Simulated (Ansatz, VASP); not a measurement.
Two plane-wave programs on NbP

```
Nb P
1.0
    -1.67223    1.67223    5.72700
     1.67223   -1.67223    5.72700
     1.67223    1.67223   -5.72700
Nb P
2 2
Cartesian
  0.0000 0.0000 8.5902
  1.6722 0.0000 5.7267
  0.0000 0.0000 3.8102
  1.6722 0.0000 0.9467
```

Alike in both runs: functional PBE; k mesh 8 × 8 × 8; occupations gaussian, width 0.05 eV; no spin polarisation.

Ansatz relaxed the structure, and its values are those at the end. VASP's run is a single point on that final structure, the one shown.

```csv
,VASP,Ansatz
version,VASP 6.6.1,Ansatz 0.2.0
potentials or method,"VASP PAW PBE potentials, release 64 (Nb_sv, P), cutoff 520 eV","scalar-relativistic, plane waves, PAW"
valence electrons in the cell,36,36
```

|  | VASP | Ansatz | Ansatz less VASP |
| --- | --- | --- | --- |
| gap on the k mesh at the Fermi level (eV) | none | none | - |
| pressure (GPa) | -0.4 | 0.0 | +0.39 |

A gap of «none» marks a metal or a gap that the smearing closes.
